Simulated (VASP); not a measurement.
Write the native input for VASP 6.6.1 that does the following.

```yaml
Task: single point
Functional: PBEsol
Potentials_or_basis: VASP PAW PBE potentials, release 64 (Pt)
Cutoff: 520 eV
k_mesh: 12 × 12 × 12
Occupations: fermi-dirac, width 0.05 eV
Spin: no spin polarisation
Dipole_correction: no
Further_INCAR_settings: ALGO = Normal; EDIFF = 1e-07; NBANDS = 11
```

The structure of Pt lies in POSCAR:

```
Pt
1.0
   -1.5602942147      1.5602942147      1.5602942147
    1.5602942147     -1.5602942147      1.5602942147
    1.5602942147      1.5602942147     -1.5602942147
Pt
1
Direct
    0.0000000000      0.0000000000      0.0000000000
```

One way to write it, as run:

INCAR

```
PREC = Accurate
ENCUT = 520
EDIFF = 1E-7
ISMEAR = -1
SIGMA = 0.05
LREAL = False
LASPH = True
NELM = 80
ALGO = Normal
ISIF = 2
LWAVE = False
LCHARG = False
GGA = PS
NBANDS = 11
```

KPOINTS

```
regular mesh
0
Gamma
  12 12 12
```

Potentials or basis: VASP PAW PBE potentials, release 64 (Pt).

The run is started by

```bash
$ cat potpaw_PBE.64/Pt/POTCAR > POTCAR
$ mpirun -np 1 vasp_std > vasp.out
```

It gave:

- Pressure: -0.4 GPa
- Band gap on the k mesh: zero (band 5 reaches 11.83 eV, above the bottom of band 6 at 9.52 eV)

Caveat: the PAW data sets were made with another functional, which shifts forces and pressure a little; spin-orbit coupling is left out, which moves the levels of the heavy elements.

It took 8.6 s on 1 thread of Intel Xeon 6975P-C, on a shared host, peak memory 0.13 GiB.
